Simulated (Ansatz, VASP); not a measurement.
## KI in VASP and in Ansatz

The input POSCAR:

```
KI
1.0
    0.0000000000      3.5327800000      3.5327800000
    3.5327800000      0.0000000000      3.5327800000
    3.5327800000      3.5327800000      0.0000000000
K I
1 1
Direct
    0.9927000000      0.0452400000      0.9804300000
    0.4535806320      0.5374993680      0.5427393680
```

Contents of INCAR.step1:

```
SYSTEM = KI
ALGO = Normal
EDIFF = 1E-5
ENCUT = 550
GGA = PE
GGA_COMPAT = .FALSE.
ISMEAR = -1
LASPH = .TRUE.
LCHARG = .FALSE.
LREAL = .FALSE.
LWAVE = .TRUE.
NBANDS = 15
NELM = 120
PREC = Accurate
SIGMA = 0.05
```

INCAR.step2

```
SYSTEM = KI
ALGO = Normal
EDIFF = 1E-6
ENCUT = 550
GGA_COMPAT = .FALSE.
ISIF = 2
ISMEAR = -1
ISTART = 1
LASPH = .TRUE.
LCHARG = .FALSE.
LMIXTAU = .TRUE.
LREAL = .FALSE.
LWAVE = .FALSE.
METAGGA = R2SCAN
NBANDS = 15
NELM = 120
PREC = Accurate
SIGMA = 0.05
```

KPOINTS

```
k-points
0
G
  3 3 3
  0 0 0
```

Input for Ansatz:

```yaml
crystal:
  lattice:
    - [0.0, 3.53278, 3.53278]
    - [3.53278, 0.0, 3.53278]
    - [3.53278, 3.53278, 0.0]
  atoms:
    - { symbol: K, position: [0.9927, 0.04524, 0.98043] }
    - { symbol: I, position: [0.4535806319668929, 0.537499368033107, 0.5427393680331071] }
basis:
  ecutwfc: 650.0
  xc_grid: 2
kpoints:
  mp_grid:
    grid: [3, 3, 3]
hamiltonian:
  xc: r2scan
scf:
  convergence:
    dr2_threshold: 1.0e-09
  occupations:
    method: fermi_dirac
    width: 0.05
output:
  forces: true
  stress: true
```

Alike in both runs: task single point; functional r2SCAN; k mesh 3 × 3 × 3; occupations fermi-dirac, width 0.05 eV; no spin polarisation.

```csv
,VASP,Ansatz
version,VASP 6.6.1,Ansatz 0.2.0
potentials or method,"VASP PAW PBE potentials, release 64 (K_sv, I), cutoff 550 eV","plane waves, PAW"
valence electrons in the cell,16,26
```

|  | VASP | Ansatz | Ansatz less VASP |
| --- | --- | --- | --- |
| pressure (GPa) | 0.5 | 0.5 | -0.01 |
| traceless stress, the component that is largest in VASP (GPa) | -0.28 | -0.27 | +0.003 |
| rms of the force components (eV/Å) | 0.187 | 0.185 | -0.0020 |

VASP's potentials were made for PBE, not for r2SCAN. Atom by atom the forces differ by 0.002 eV/Å (rms over components). With one functional, cell and mesh, what is left measures potentials, basis and numerics. VASP's potentials hold 16 valence electrons a cell and Ansatz's 26, so a difference there can come from the potentials and not from the codes. Ansatz's warnings: stress scf threshold loose.

The k mesh is coarse, so the values compare programs but aren't converged. Spin-orbit coupling is off throughout.
